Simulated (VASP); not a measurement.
# Al3Ir2 (Fmmm) in VASP: further runs, part 2 of 2

VASP 6.6.1. Earlier steps stand in the parts before.

**4. Single point, PBE**

Input file INCAR:

```
SYSTEM = Al3Ir2
PREC = Accurate ; ENCUT = 520
EDIFF = 1E-7 ; ISMEAR = 0
SIGMA = 0.1 ; LREAL = .False.
LASPH = .True. ; NELM = 100
ALGO = Normal ; ISIF = 2
LWAVE = .False. ; LCHARG = .False.
GGA = PE ; NBANDS = 22
```

Input file KPOINTS:

```
Automatic mesh
0
Gamma
  6 6 6
  0 0 0
```

Input file POSCAR:

```
Al3Ir2
1.0
    0.0000000000      4.0288368944      5.7267412260
    2.2019929683      0.0000000000      5.7267412260
    2.2019929683      4.0288368944      0.0000000000
Al Ir
3 2
Direct
    0.3180142064      0.3180142064      0.6819857936
    0.6819857936      0.6819857936      0.3180142064
    0.0000000000      0.0000000000      0.0000000000
    0.3291202975      0.6708797025      0.3291202975
    0.6708797025      0.3291202975      0.6708797025
```

Launch:

```sh
> cat potpaw_PBE.64/Al/POTCAR potpaw_PBE.64/Ir/POTCAR > POTCAR
> mpirun -np 1 vasp_std > vasp.out
```

Run time: 4.2 min. Hardware: 1 thread of Intel Xeon 8259CL, shared host; peak memory 0.34 GiB.

It converged, with:

| Property | Result |
| --- | --- |
| Free energy | -29.3837 eV |
| Pressure | 0.1 GPa |
| Largest force | 0.023 eV/Å |
| Band gap on the k mesh | zero (an odd number of electrons rules out a gap without spin polarisation) |

Forces on the atoms (eV/Å):
```
Al   0.000  0.000 -0.012
Al   0.000  0.000  0.012
Al   0.000  0.000  0.000
Ir   0.000 -0.023  0.000
Ir   0.000  0.023  0.000
```

Stress tensor (GPa, compression positive):
```
 0.15  0.00  0.00
 0.00  0.08  0.00
 0.00  0.00 -0.07
```

Levels at points of the mesh, in eV from the Fermi level:
```
           k point  band 10  band 11  band 12  band 13  band 14  band 15  band 16  band 17
(0.00, 0.00, 0.00)    -2.08    -1.82    -1.82    -1.74     1.59     2.45     2.78     2.97
(0.50, 0.00, 0.00)    -1.66    -1.58    -1.06    -1.00    -0.82     0.03     1.61     1.68
(0.50, 0.50, 0.00)    -2.01    -1.92    -1.48     0.98     1.20     1.60     2.59     3.18
(0.50, 0.00, 0.50)    -1.58    -1.39    -0.58    -0.41     0.00     0.80     0.97     1.26
(0.00, 0.50, 0.50)    -2.52    -1.45    -1.39    -1.16    -0.57     0.02     2.32     2.34
```

Caveat: spin-orbit coupling is left out, which moves the levels of the heavy elements.

**5. Single point, PBE**

Input file INCAR:

```
SYSTEM = Al3Ir2
PREC = Accurate
ENCUT = 520
EDIFF = 1E-6
ISMEAR = 0
SIGMA = 0.1
LREAL = .FALSE.
LASPH = .TRUE.
NELM = 80
ALGO = Fast
ISIF = 2
LWAVE = .FALSE.
LCHARG = .FALSE.
GGA = PE
NBANDS = 22
```

Input file KPOINTS:

```
Automatic mesh
0
G
  10 10 10
  0 0 0
```

Input file POSCAR:

```
Al3Ir2
1.0
    0.0000000000      4.0406503220      5.7048466991
    2.1987980916      0.0000000000      5.7048466991
    2.1987980916      4.0406503220      0.0000000000
Al Ir
3 2
Direct
    0.3180730409      0.3180730409      0.6819269591
    0.6819269591      0.6819269591      0.3180730409
    0.0000000000      0.0000000000      0.0000000000
    0.3282606042      0.6717393958      0.3282606042
    0.6717393958      0.3282606042      0.6717393958
```

Potentials or basis: VASP PAW PBE potentials, release 64 (Al, Ir).

Launch:

```sh
> cat potpaw_PBE.64/Al/POTCAR potpaw_PBE.64/Ir/POTCAR > POTCAR
> mpirun -np 1 vasp_std > vasp.out
```

OUTCAR:

```text
SYSTEM = Al3Ir2
   PREC = Accurate
   ENCUT = 520
   EDIFF = 1E-6
   ISMEAR = 0
   LREAL = .FALSE.
   LASPH = .TRUE.
   NELM = 80
   ISIF = 2
   GGA = PE

 ion  position               nearest neighbor table
   1  0.318  0.318  0.682-   4 2.50   5 2.50   2 2.69   2 2.69   3 3.02   3 3.02
   2  0.682  0.682  0.318-   4 2.50   5 2.50   1 2.69   1 2.69   3 3.02   3 3.02
   3  0.000  0.000  0.000-   5 2.60   5 2.60   4 2.60   4 2.60   4 2.65   5 2.65   2 3.02   1 3.02
                             2 3.02   1 3.02
   4  0.328  0.672  0.328-   1 2.50   2 2.50   5 2.54   5 2.54   3 2.60   3 2.60   3 2.65   5 2.78

   5  0.672  0.328  0.672-   1 2.50   2 2.50   4 2.54   4 2.54   3 2.60   3 2.60   3 2.65   4 2.78

  LATTYP: Found a face centered orthorhombic cell.
 ALAT       =     4.3975961832
 B/A-ratio  =     1.8376631931
 C/A-ratio  =     2.5945295845

  Lattice vectors:

 A1 = (   0.0000000000,   4.0406503220,   5.7048466991)
 A2 = (   2.1987980916,   0.0000000000,   5.7048466991)
 A3 = (   2.1987980916,   4.0406503220,   0.0000000000)

Analysis of symmetry for initial positions (statically):
=====================================================================
 Subroutine PRICEL returns:
 Original cell was already a primitive cell.

 Routine SETGRP: Setting up the symmetry group for a
 face centered orthorhombic supercell.

 Subroutine GETGRP returns: Found  8 space group operations
 (whereof  8 operations were pure point group operations)
 out of a pool of  8 trial point group operations.

The static configuration has the point symmetry D_2h.

Analysis of symmetry for dynamics (positions and initial velocities):
=====================================================================
 Subroutine PRICEL returns:
 Original cell was already a primitive cell.

 Routine SETGRP: Setting up the symmetry group for a
 face centered orthorhombic supercell.

 Subroutine GETGRP returns: Found  8 space group operations
 (whereof  8 operations were pure point group operations)
 out of a pool of  8 trial point group operations.

The dynamic configuration has the point symmetry D_2h.

 Subroutine INISYM returns: Found  8 space group operations
 (whereof  8 operations are pure point group operations),
 and found     1 'primitive' translations

----------------------------------------------------------------------------------------

                                     Primitive cell

  volume of cell :     101.3703

  direct lattice vectors                    reciprocal lattice vectors
     0.000000000  4.040650322  5.704846699    -0.227396959  0.123742457  0.087644774
     2.198798092  0.000000000  5.704846699     0.227396959 -0.123742457  0.087644774
     2.198798092  4.040650322  0.000000000     0.227396959  0.123742457 -0.087644774

  length of vectors
     6.990860525  6.113917640  4.600170439     0.273318823  0.273318823  0.273318823

  position of ions in fractional coordinates (direct lattice)
     0.318073041  0.318073041  0.681926959
     0.681926959  0.681926959  0.318073041
     0.000000000  0.000000000  0.000000000
     0.328260604  0.671739396  0.328260604
[... 33 lines left out ...]

 Found    171 irreducible k-points:

 Following reciprocal coordinates:
            Coordinates               Weight
  0.000000  0.000000  0.000000      1.000000
  0.100000  0.000000  0.000000      8.000000
  0.200000  0.000000  0.000000      8.000000
  0.300000  0.000000  0.000000      8.000000
  0.400000 -0.000000  0.000000      8.000000
  0.500000  0.000000  0.000000      4.000000
[... 16 lines left out ...]
  0.300000  0.300000  0.000000      2.000000
  0.400000  0.300000 -0.000000      8.000000
 [... further k-points ...]
   k-points           NKPTS =    171   k-points in BZ     NKDIM =    171   number of bands    NBANDS=     22
   number of dos      NEDOS =    301   number of ions     NIONS =      5
   total plane-waves  NPLWV =  93312
   dimension x,y,z NGX =    54 NGY =   48 NGZ =   36
   dimension x,y,z NGXF=   108 NGYF=   96 NGZF=   72
   ions per type =               3   2
   NGX,Y,Z   is equivalent  to a cutoff of  12.84, 13.05, 13.01 a.u.
   NGXF,Y,Z  is equivalent  to a cutoff of  25.68, 26.10, 26.02 a.u.
 SYSTEM =  Al3Ir2
   PREC   = accura    normal or accurate (medium, high low for compatibility)
   ISTART =      0    job   : 0-new  1-cont  2-samecut
   ICHARG =      2    charge: 1-file 2-atom 10-const
   ISPIN  =      1    spin polarized calculation?
   LNONCOLLINEAR =      F non collinear calculations
   LSORBIT =      F    spin-orbit coupling
   LASPH  =      T    aspherical Exc in radial PAW
   ENCUT  =  520.0 eV  38.22 Ry    6.18 a.u.  13.00 11.37  8.55*2*pi/ulx,y,z
   NELM   =     80;   NELMIN=  2; NELMDL= -5     # of ELM steps
   EDIFF  = 0.1E-05   stopping-criterion for ELM
   LREAL  =      F    real-space projection
   EDIFFG = 0.1E-04   stopping-criterion for IOM
   NSW    =      0    number of steps for IOM
   IBRION =     -1    ionic relax: 0-MD 1-quasi-New 2-CG
   NFREE  =      0    steps in history (QN), initial steepest desc. (CG)
   ISIF   =      2    stress and relaxation
   ISYM   =      2    0-nonsym 1-usesym 2-fastsym
   POTIM  = 0.5000    time-step for ionic-motion
   TEBEG  =    0.0;   TEEND  =   0.0 temperature during run
   PSTRESS=    0.0 pullay stress
   NELECT =      27.0000    total number of electrons
   NUPDOWN=      -1.0000    fix difference up-down
   EMIN   =  10.00;   EMAX   =-10.00  energy-range for DOS
   EFERMI =   0.00;   METHOD = LEGACY
   ISMEAR =     0;   SIGMA  =   0.10  broadening in eV -4-tet -1-fermi 0-gaus
   EFERMI_NEDOS =   21; number of points for ismear=-14 and -15
   IALGO  =     68    algorithm
   IMIX   =      4    mixing-type and parameters
     AMIX     =   0.40;   BMIX     =  1.00
     AMIX_MAG =   1.60;   BMIX_MAG =  1.00
  volume/ion in A,a.u.               =      20.27       136.82
  Fermi-wavevector in a.u.,A,eV,Ry     =   1.053317  1.990481 15.095356  1.109477
  Thomas-Fermi vector in A             =   2.188434
   LORBIT       =      0    0 simple, 1 ext, 2 COOP (PROOUT), +10 PAW based schemes
   GGA     = PE    functional components
   LHFCALC =     F    Hartree Fock is set to
   AEXX    =    0.0000 exact exchange contribution
   IVDW    =     0    specifies the selected vdW correction
   LEPSILON=     F    determine dielectric tensor
   LRPA    =     F    only Hartree local field effects (RPA)
 non-spin polarized calculation
 RMM-DIIS sequential band-by-band and
 Gauss-broadening in eV      SIGMA  =   0.10
  energy-cutoff  :      520.00
  volume of cell :      101.37
 maximum number of plane-waves:      2752
 NGX is ok and might be reduce to    54
   NGX = 25   NGY = 23   NGZ = 17

 number of electron      27.0000001 magnetization

 Free energy of the ion-electron system (eV)
  ---------------------------------------------------
  ext. energy  EPLUGINS =         0.00000000
  ---------------------------------------------------
  free energy    TOTEN  =       -29.38646326 eV

  energy without entropy =      -29.37761317  energy(sigma->0) =      -29.38203822

 E-fermi :   5.5343     XC(G=0): -10.0349

 val. band max:        5.5244102146   @ k =  -0.3000   0.4000   0.2000
 cond. band min:       5.5549190947   @ k =   0.4000  -0.0000   0.3000
 fundamental gap:      0.0305088801
 Fermi energy:         5.5342806419

 k-point     1 :       0.0000    0.0000    0.0000
  band No.  band energies     occupation
      1      -4.1771      2.00000
      2      -0.3946      2.00000
      3       0.6163      2.00000
      4       0.8778      2.00000
      5       0.9560      2.00000
      6       2.0770      2.00000
[... 589 lines left out ...]
     21      11.2847      0.00000
     22      11.4892      0.00000

 [... further k-points ...]

------------------------ aborting loop because EDIFF is reached ----------------------------------------

  FORCE on cell =-STRESS in cart. coord.  units (eV):
  Direction    XX          YY          ZZ          XY          YZ          ZX
  --------------------------------------------------------------------------------------
  -------------------------------------------------------------------------------------
  Total        0.0587465      0.0532793      0.0166588     -0.0000000      0.0000000      0.0000000
  in kB        0.9284995      0.8420897      0.2632951     -0.0000000      0.0000000      0.0000000
  external PRESSURE =       0.6779614 kB  Pullay stress =       0.0000000 kB

 VOLUME and BASIS-vectors are now :
 -----------------------------------------------------------------------------
  energy-cutoff  :      520.00
  volume of cell :      101.37
      direct lattice vectors                 reciprocal lattice vectors
     0.000000000  4.040650322  5.704846699    -0.227396959  0.123742457  0.087644774
     2.198798092  0.000000000  5.704846699     0.227396959 -0.123742457  0.087644774
     2.198798092  4.040650322  0.000000000     0.227396959  0.123742457 -0.087644774

 POSITION                                       TOTAL-FORCE (eV/Angst)
 -----------------------------------------------------------------------------------
      2.19880      4.04065      3.62912         0.000000      0.000000     -0.007622
      2.19880      4.04065      7.78058         0.000000      0.000000      0.007622
      0.00000      0.00000      0.00000         0.000000      0.000000      0.000000
      2.19880      2.65277      5.70485         0.000000     -0.015616      0.000000
      2.19880      5.42853      5.70485         0.000000      0.015616      0.000000
 -----------------------------------------------------------------------------------
    total drift:                                0.000000      0.000000      0.000000

  FREE ENERGIE OF THE ION-ELECTRON SYSTEM (eV)
  ---------------------------------------------------
  free  energy   TOTEN  =       -29.3864632646 eV

  energy  without entropy=      -29.3776131673  energy(sigma->0) =      -29.38203822
```

OSZICAR:

```text
N       E                     dE             d eps       ncg     rms          rms(c)
DAV:   1     0.149870292011E+03    0.14987E+03   -0.10086E+04  7532   0.101E+03
DAV:   2    -0.193277606749E+02   -0.16920E+03   -0.15150E+03  7530   0.254E+02
DAV:   3    -0.303721739385E+02   -0.11044E+02   -0.10536E+02  9704   0.640E+01
DAV:   4    -0.306349152754E+02   -0.26274E+00   -0.26217E+00  9032   0.110E+01
DAV:   5    -0.306422395346E+02   -0.73243E-02   -0.73232E-02  9962   0.185E+00    0.163E+01
RMM:   6    -0.297562343551E+02    0.88601E+00   -0.31690E+00  7648   0.144E+01    0.529E+00
RMM:   7    -0.294958045275E+02    0.26043E+00   -0.52290E-01  7666   0.709E+00    0.403E+00
RMM:   8    -0.293875119632E+02    0.10829E+00   -0.40938E-01  8136   0.492E+00    0.639E-01
RMM:   9    -0.293848419915E+02    0.26700E-02   -0.76943E-02  8659   0.208E+00    0.425E-01
RMM:  10    -0.293862336292E+02   -0.13916E-02   -0.20595E-02  9088   0.930E-01    0.150E-01
RMM:  11    -0.293863136066E+02   -0.79977E-04   -0.47527E-03  8363   0.661E-01    0.157E-01
RMM:  12    -0.293864239470E+02   -0.11034E-03   -0.19974E-03  9155   0.296E-01    0.324E-02
RMM:  13    -0.293864630336E+02   -0.39087E-04   -0.50388E-04  9197   0.140E-01    0.230E-02
RMM:  14    -0.293864615488E+02    0.14848E-05   -0.10622E-04  8491   0.699E-02    0.126E-02
RMM:  15    -0.293864629074E+02   -0.13586E-05   -0.27896E-05  9572   0.365E-02    0.939E-03
RMM:  16    -0.293864632646E+02   -0.35714E-06   -0.46422E-06  6459   0.117E-02
   1 F= -.29386463E+02 E0= -.29382038E+02  d E =-.885010E-02
```

Run time: 19 min. Hardware: 1 thread of Intel Xeon 8259CL, shared host; peak memory 0.54 GiB.

What came out:

```
Free energy            : -29.3865 eV
Pressure               : 0.1 GPa
Largest force          : 0.016 eV/Å
Band gap on the k mesh : zero (an odd number of electrons rules out a gap without spin polarisation)
```

Forces in eV/Å, atoms in the order of the input:
```
Al   0.000  0.000 -0.008
Al   0.000  0.000  0.008
Al   0.000  0.000  0.000
Ir   0.000 -0.016  0.000
Ir   0.000  0.016  0.000
```

Caveat: spin-orbit coupling is left out, which moves the levels of the heavy elements.

**6. Overview**

```csv
cell,k mesh,gap on the mesh (eV),pressure (GPa),largest force (eV/Å)
"a = 7.006, b = 6.125, c = 4.603 Å, angles 80.2, 59.5, 40.3°, 5 atoms, atomic positions A",4 × 4 × 4,none,0.0,0.01
"a = 7.273, b = 6.600, c = 5.585 Å, angles 72.7, 60.1, 47.2°, 5 atoms, atomic positions B",4 × 4 × 4,none,31.6,26.82
"a = 7.002, b = 6.135, c = 4.591 Å, angles 80.1, 59.7, 40.2°, 5 atoms, atomic positions C",6 × 6 × 6,none,0.1,0.02
"a = 6.991, b = 6.114, c = 4.600 Å, angles 80.1, 59.5, 40.4°, 5 atoms, atomic positions D",10 × 10 × 10,none,0.1,0.02
```

Alike in all rows: task single point; level PBE; potentials or basis VASP PAW PBE potentials, release 64 (Al, Ir); no spin polarisation; cutoff (eV) 520; smearing gaussian 0.1 eV.

Caveats: some runs use coarse meshes; spin-orbit coupling is left out, which moves the levels of the heavy elements; atoms lie so close that the PAW spheres overlap strongly, which falsifies energies and pressures (at least some runs); the stress differs along the axes, from -8 to 80 GPa (at least some runs); forces of over 1 eV/Å act on the atoms, so gaps and moduli don't describe the material at rest (at least some runs).

Absolute energies hang on the potentials; compare differences alone.

The gap in the log of VASP goes by the Fermi energy; the results here count the filled bands.